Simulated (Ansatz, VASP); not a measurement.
AlAs2 in VASP and in Ansatz

```xyz
3
Lattice="3.9154 0.0000 0.0000 0.0000 3.9154 0.0000 0.0000 0.0000 4.1155" Properties=species:S:1:pos:R:3 pbc="T T T"
Al    0.0000    0.0000    0.0000
As    1.9577    0.0000    1.7306
As    0.0000    1.9577    2.3849
```

Change from the starting cell: ordered vacancies on the cation sites of zinc blende (P-4m2, No. 115).

Alike in both runs: functional PBE; k mesh 4 × 4 × 4; occupations gaussian, width 0.1 eV; no spin polarisation.

Ansatz relaxed the structure, and its values are those at the end. VASP's run is a single point on that final structure, the one shown.

```csv
,VASP,Ansatz
version,VASP 6.6.1,Ansatz 0.2.0
potentials or method,"VASP PAW PBE potentials, release 64 (Al, As), cutoff 520 eV","scalar-relativistic, plane waves, PAW"
valence electrons in the cell,13,33
```

```tsv
	VASP	Ansatz	Ansatz less VASP
gap on the k mesh at the Fermi level (eV)	none	none	-
pressure (GPa)	0.1	0.0	-0.11
rms of the force components (eV/Å)	0.007	0.004	-0.0024
```

A gap of «none» marks a metal or a gap that the smearing closes. The functional is the same, so the differences come from potentials, cutoffs and numerics. VASP's potentials hold 13 valence electrons a cell and Ansatz's 33, so a difference there can come from the potentials and not from the codes.

The k mesh is coarse, so the values compare programs but aren't converged.
